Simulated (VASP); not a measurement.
A run of VASP 6.6.1:

Contents of INCAR:

```
PREC = Accurate ; ENCUT = 600
EDIFF = 1E-6 ; ISMEAR = -1
SIGMA = 0.15 ; LREAL = False
LASPH = True ; NELM = 120
ALGO = Normal ; ISIF = 2
LWAVE = False ; LCHARG = False
GGA = PE ; NBANDS = 78
GGA_COMPAT = False
```

The input KPOINTS:

```
regular mesh
0
Gamma
  2 3 3
```

POSCAR

```
Cu
1.0
    0.0000000000      5.4225000000      5.4225000000
    3.6150000000      0.0000000000      3.6150000000
    3.6150000000      3.6150000000      0.0000000000
Cu
12
Direct
    0.0000000000      0.0000000000      0.0000000000
    0.0000000000      0.0000000000      0.5000000000
    0.0000000000      0.5000000000      0.0000000000
    0.0000000000      0.5000000000      0.5000000000
    0.3333333333      0.0000000000      0.0000000000
    0.3333333333      0.0000000000      0.5000000000
    0.3333333333      0.5000000000      0.0000000000
    0.3333333333      0.5000000000      0.5000000000
    0.6666666667      0.0000000000      0.0000000000
    0.6666666667      0.0000000000      0.5000000000
    0.6666666667      0.5000000000      0.0000000000
    0.6666666667      0.5000000000      0.5000000000
```

Potentials or basis: VASP PAW PBE potentials, release 64 (Cu).

Launch:

```console
$ cat potpaw_PBE.64/Cu/POTCAR > POTCAR
$ mpirun -np 1 vasp_std > vasp.out
```

Hardware: 1 thread of Intel(R) Xeon(R) Platinum 8488C (Sapphire Rapids) (shared host).

How long does it take, and how much memory?

Run time: 110 s on 1 thread of Intel(R) Xeon(R) Platinum 8488C (Sapphire Rapids) (shared host), peak memory 0.34 GiB. Counts: scf iterations 13, k points 8.
